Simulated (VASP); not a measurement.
Runs of VASP 6.6.1 on ZnO. The structure is that of space group P4/mmm (No. 123), or close to it. The cells are those of the table. The cell was built from a structure type or drawn by symmetry, and may not be a known phase.

```csv
task,cell,k mesh,cutoff (eV),gap on the mesh (eV),pressure (GPa),relaxed volume (Å³/atom)
single point,"a = 4.711, b = 4.711, c = 3.459 Å, 2 atoms",8 × 8 × 8,520,1.84,0.5,-
relaxation of cell and atoms,"relaxed from a = 4.711, b = 4.711, c = 3.459 Å, 2 atoms",6 × 6 × 8,600,1.63,0.0,(a)
single point,"a = 4.711, b = 4.711, c = 3.459 Å, 2 atoms",6 × 6 × 8,520,1.84,0.5,-
relaxation of cell and atoms,"relaxed from a = 4.042, b = 4.042, c = 3.454 Å, 2 atoms",8 × 8 × 8,600,1.68,0.0,35.29
```

Alike in all rows: level PBE; potentials or basis VASP PAW PBE potentials, release 64 (Zn, O); no spin polarisation; smearing gaussian 0.02 eV.

Q: Fill in the values left out.

A: (a) 34.07.

Caveats: the volume moved by over 15 % at a fixed basis, so the end points are rough (at least some runs).

A k mesh can miss the band edges.
